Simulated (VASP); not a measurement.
A run of VASP 6.6.1 is set up as follows.

Contents of INCAR:

```
ALGO     = Normal         # electronic algorithm
EDIFF    = 1E-6           # SCF threshold, eV
EDIFFG   = -0.04          # ionic threshold
ENCUT    = 600            # plane-wave cutoff, eV
GGA      = PE             # functional
IBRION   = 2              # ionic algorithm
ISIF     = 3              # what is computed and relaxed
ISMEAR   = 0              # smearing method
LASPH    = True           # aspherical terms in the spheres
LCHARG   = False          # write CHGCAR
LREAL    = False          # projectors in reciprocal space
LWAVE    = False          # write WAVECAR
NELM     = 80             # most SCF steps
NSW      = 90             # ionic steps
PREC     = Accurate       # precision mode
SIGMA    = 0.1            # smearing width, eV
```

File KPOINTS:

```
k-points
0
Gamma
  6 6 6
```

File POSCAR:

```
Al
1.0
   -3.2090760900      3.2090760900      2.2220942200
    3.2090760900     -3.2090760900      2.2220942200
    3.2090760900      3.2090760900     -2.2220942200
Al
6
Direct
    0.0000000000      0.0000000000      0.0000000000
    0.7500000000      0.2500000000      0.5000000000
    0.3750000000      0.6250000000      0.7500000000
    0.3750000000      0.1250000000      0.7500000000
    0.3750000000      0.6250000000      0.2500000000
    0.8750000000      0.6250000000      0.2500000000
```

Potentials or basis: VASP PAW PBE potentials, release 64 (Al).

Command:

```sh
$ cat potpaw_PBE.64/Al/POTCAR > POTCAR
$ mpirun -np 1 vasp_std > vasp.out
```

(1) What does it give for the relaxed volume?

(2) What does it give for the space group after relaxing (to 0.1 Å)?

(3) Predict the relaxed cell.

## Answers

(1) 17.41 Å³/atom.

(2) Fd-3m (No. 227).

(3) a = 5.300 Å, b = 5.300 Å, c = 5.300 Å, α = 120.52°, β = 120.52°, γ = 89.09°.

Caveat: the highest band is partly filled, so the run has too few bands.
